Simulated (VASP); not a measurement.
# Ta in VASP: relaxation of the atoms with PBEsol

Aim: the relaxation of the atoms of Ta with PBEsol.

All numbers are computed with VASP 6.6.1; they aren't measurements. Logs are shortened: lines on timing, memory, paths and dates and some standing lists are left out, and cuts for length are marked.

## 1. The cell of the first run

The cell holds a slab with vacuum, 3 atoms: a = 3.282 Å, b = 3.282 Å, c = 19.282 Å, α = 90.00°, β = 90.00°, γ = 90.00°.

## 2. Relaxation of the atoms, PBEsol

Contents of INCAR:

```
SYSTEM = Ta
PREC = Accurate ; ENCUT = 520
EDIFF = 1E-7 ; ISMEAR = -1
SIGMA = 0.05 ; LREAL = .False.
LASPH = .True. ; NELM = 80
ALGO = Normal ; ISIF = 2
LWAVE = .False. ; LCHARG = .False.
LDIPOL = .True. ; IDIPOL = 3
DIPOL = 0.5 0.5 0.500 ; GGA = PS
IBRION = 2 ; NSW = 32
EDIFFG = -0.01
```

Contents of KPOINTS:

```
Automatic mesh
0
Gamma
  12 12 1
  0 0 0
```

Contents of POSCAR:

```
Ta
1.0
    3.2820482176      0.0000000000      0.0000000000
    0.0000000000      3.2820482176      0.0000000000
    0.0000000000      0.0000000000     19.2820000000
Ta
3
Direct
    0.0000000000      0.0000000000      0.4261024349
    0.5000000000      0.5000000000      0.4999999999
    0.0000000000      0.0000000000      0.5738975652
```

Potentials or basis: VASP PAW PBE potentials, release 64 (Ta_pv).

Run with:

```
$ cat potpaw_PBE.64/Ta_pv/POTCAR > POTCAR
$ mpirun -np 1 vasp_std > vasp.out
```

OUTCAR:

```text
SYSTEM = Ta
   PREC = Accurate
   ENCUT = 520
   EDIFF = 1E-7
   ISMEAR = -1
   LREAL = .False.
   LASPH = .True.
   NELM = 80
   ISIF = 2
   GGA = PS
   IBRION = 2
   NSW = 32
   EDIFFG = -0.01

 ion  position               nearest neighbor table
   1  0.000  0.000  0.426-   2 2.72   2 2.72   2 2.72   2 2.72   3 2.85
   2  0.500  0.500  0.500-   1 2.72   1 2.72   1 2.72   1 2.72   3 2.72   3 2.72   3 2.72   3 2.72

   3  0.000  0.000  0.574-   2 2.72   2 2.72   2 2.72   2 2.72   1 2.85

  LATTYP: Found a simple tetragonal cell.
 ALAT       =     3.2820482176
 C/A-ratio  =     5.8749898605

  Lattice vectors:

 A1 = (   3.2820482176,   0.0000000000,   0.0000000000)
 A2 = (   0.0000000000,   3.2820482176,   0.0000000000)
 A3 = (   0.0000000000,   0.0000000000,  19.2820000000)

Analysis of symmetry for initial positions (statically):
=====================================================================
 Subroutine PRICEL returns:
 Original cell was already a primitive cell.

 Routine SETGRP: Setting up the symmetry group for a
 simple tetragonal supercell.

 Subroutine GETGRP returns: Found 16 space group operations
 (whereof 16 operations were pure point group operations)
 out of a pool of 16 trial point group operations.

The static configuration has the point symmetry D_4h.

Analysis of symmetry for dynamics (positions and initial velocities):
=====================================================================
 Subroutine PRICEL returns:
 Original cell was already a primitive cell.

 Routine SETGRP: Setting up the symmetry group for a
 simple tetragonal supercell.

 Subroutine GETGRP returns: Found 16 space group operations
 (whereof 16 operations were pure point group operations)
 out of a pool of 16 trial point group operations.

The dynamic configuration has the point symmetry D_4h.

 Subroutine INISYM returns: Found 16 space group operations
 (whereof 16 operations are pure point group operations),
 and found     1 'primitive' translations

[... 154 lines left out ...]
  Total       -1.4473516     -1.4473516      0.0285993      0.0000000      0.0000000      0.0000000
  in kB      -11.1645864    -11.1645864      0.2206090      0.0000000      0.0000000      0.0000000
  external PRESSURE =      -7.3695213 kB  Pullay stress =       0.0000000 kB

 VOLUME and BASIS-vectors are now :
 -----------------------------------------------------------------------------
  energy-cutoff  :      520.00
  volume of cell :      207.70
      direct lattice vectors                 reciprocal lattice vectors
     3.282048218  0.000000000  0.000000000     0.304687784  0.000000000  0.000000000
     0.000000000  3.282048218  0.000000000     0.000000000  0.304687784  0.000000000
     0.000000000  0.000000000 19.282000000     0.000000000  0.000000000  0.051861840

 POSITION                                       TOTAL-FORCE (eV/Angst)
 -----------------------------------------------------------------------------------
      0.00000      0.00000      8.21611        -0.000000      0.000000     -0.016122
      1.64102      1.64102      9.64100        -0.000000     -0.000000      0.000000
      0.00000      0.00000     11.06589         0.000000      0.000000      0.016122
 -----------------------------------------------------------------------------------
    total drift:                                0.000000      0.000000      0.000000

  FREE ENERGIE OF THE ION-ELECTRON SYSTEM (eV)
  ---------------------------------------------------
  free  energy   TOTEN  =       -33.9876591570 eV

  energy  without entropy=      -33.9639952530  energy(sigma->0) =      -33.97582720

--------------------------------------- Ionic step        2  -------------------------------------------

 number of electron      33.0000011 magnetization

 dipolmoment           0.000000      0.000000     -0.000000 electrons x Angstroem

 Free energy of the ion-electron system (eV)
  ---------------------------------------------------
  ext. energy  EPLUGINS =         0.00000000
  ---------------------------------------------------
  free energy    TOTEN  =       -33.98767443 eV

  energy without entropy =      -33.96405595  energy(sigma->0) =      -33.97586519

 E-fermi :  -1.2186     XC(G=0):  -4.3698

 val. band max:       -1.2694533015   @ k =   0.4167   0.2500   0.0000
 cond. band min:      -1.1954282102   @ k =   0.0833   0.0833   0.0000
 fundamental gap:      0.0740250913
 Fermi energy:        -1.2185998840

 k-point     1 :       0.0000    0.0000    0.0000
  band No.  band energies     occupation
      1     -35.9601      2.00000
      2     -35.7192      2.00000
      3     -35.7192      2.00000
      4     -35.6560      2.00000
      5     -35.4549      2.00000
      6     -35.4549      2.00000
[... 541 lines left out ...]
     19      -0.0954      0.00000
     20       0.2595      0.00000

 [... further k-points ...]

------------------------ aborting loop because EDIFF is reached ----------------------------------------

 vacuum level on the upper side and lower side of the slab       (xc-potential included)        -0.120        -0.120

  FORCE on cell =-STRESS in cart. coord.  units (eV):
  Direction    XX          YY          ZZ          XY          YZ          ZX
  --------------------------------------------------------------------------------------
  -------------------------------------------------------------------------------------
  Total       -1.4694930     -1.4694930     -0.0016662      0.0000000     -0.0000000      0.0000000
  in kB      -11.3353807    -11.3353807     -0.0128530      0.0000000     -0.0000000      0.0000000
  external PRESSURE =      -7.5612048 kB  Pullay stress =       0.0000000 kB

 VOLUME and BASIS-vectors are now :
 -----------------------------------------------------------------------------
  energy-cutoff  :      520.00
  volume of cell :      207.70
      direct lattice vectors                 reciprocal lattice vectors
     3.282048218  0.000000000  0.000000000     0.304687784  0.000000000  0.000000000
     0.000000000  3.282048218  0.000000000     0.000000000  0.304687784  0.000000000
     0.000000000  0.000000000 19.282000000     0.000000000  0.000000000  0.051861840

 POSITION                                       TOTAL-FORCE (eV/Angst)
 -----------------------------------------------------------------------------------
      3.28205      0.00000      8.21533        -0.000000      0.000000     -0.004004
      1.64102      1.64102      9.64100        -0.000000     -0.000000      0.000000
      0.00000      0.00000     11.06667         0.000000      0.000000      0.004004
 -----------------------------------------------------------------------------------
    total drift:                                0.000000      0.000000      0.000000

  FREE ENERGIE OF THE ION-ELECTRON SYSTEM (eV)
  ---------------------------------------------------
  free  energy   TOTEN  =       -33.9876744296 eV

  energy  without entropy=      -33.9640559497  energy(sigma->0) =      -33.97586519

 reached required accuracy - stopping structural energy minimisation

 vacuum level on the upper side and lower side of the slab         2.505         2.505
```

OSZICAR:

```text
N       E                     dE             d eps       ncg     rms          rms(c)
DAV:   1     0.201473116972E+03    0.20147E+03   -0.18292E+04  1568   0.133E+03
DAV:   2    -0.241897390285E+02   -0.22566E+03   -0.21747E+03  1260   0.320E+02
DAV:   3    -0.375786017455E+02   -0.13389E+02   -0.12430E+02  1428   0.627E+01
DAV:   4    -0.383251868762E+02   -0.74659E+00   -0.70568E+00  1520   0.117E+01
[... 21 lines left out ...]
DAV:   1    -0.339876440706E+02    0.15032E-04   -0.52399E-03  1148   0.617E-01    0.202E-02
DAV:   2    -0.339876754365E+02   -0.31366E-04   -0.34137E-04  1160   0.156E-01    0.133E-02
DAV:   3    -0.339876745876E+02    0.84898E-06   -0.13772E-05  1356   0.294E-02    0.639E-03
DAV:   4    -0.339876744417E+02    0.14589E-06   -0.15624E-06  1484   0.128E-02    0.241E-03
DAV:   5    -0.339876744296E+02    0.12058E-07   -0.12804E-07   848   0.340E-03
   2 F= -.33987674E+02 E0= -.33975865E+02  d E =-.152726E-04
```

Wall time 3.9 min (1 thread of Oxide Virtual Turin-like, shared host); peak memory 0.3 GiB.

What came out:

- Free energy: -33.9877 eV
- Energy gained by relaxing: 0.0 meV/atom
- Ionic steps: 2
- Largest force after relaxing: 0.004 eV/Å
- Band gap on the k mesh: zero (an odd number of electrons rules out a gap without spin polarisation)

Forces on the atoms (eV/Å):
```
Ta   0.000  0.000 -0.004
Ta   0.000  0.000  0.000
Ta   0.000  0.000  0.004
```

Final structure:
```cif
data_structure
_symmetry_space_group_name_H-M 'P 1'
_symmetry_Int_Tables_number 1
_cell_length_a 3.2820
_cell_length_b 3.2820
_cell_length_c 19.2820
_cell_angle_alpha 90.000
_cell_angle_beta 90.000
_cell_angle_gamma 90.000
_cell_volume 207.70
loop_
_atom_site_label
_atom_site_type_symbol
_atom_site_fract_x
_atom_site_fract_y
_atom_site_fract_z
_atom_site_occupancy
Ta1 Ta 0.00000 0.00000 0.42606 1
Ta2 Ta 0.50000 0.50000 0.50000 1
Ta3 Ta 0.00000 0.00000 0.57394 1
```

Caveat: the PAW data sets were made with another functional, which shifts forces and pressure a little; spin-orbit coupling is left out, which moves the levels of the heavy elements.

The gap in the log of VASP goes by the Fermi energy; the results here count the filled bands.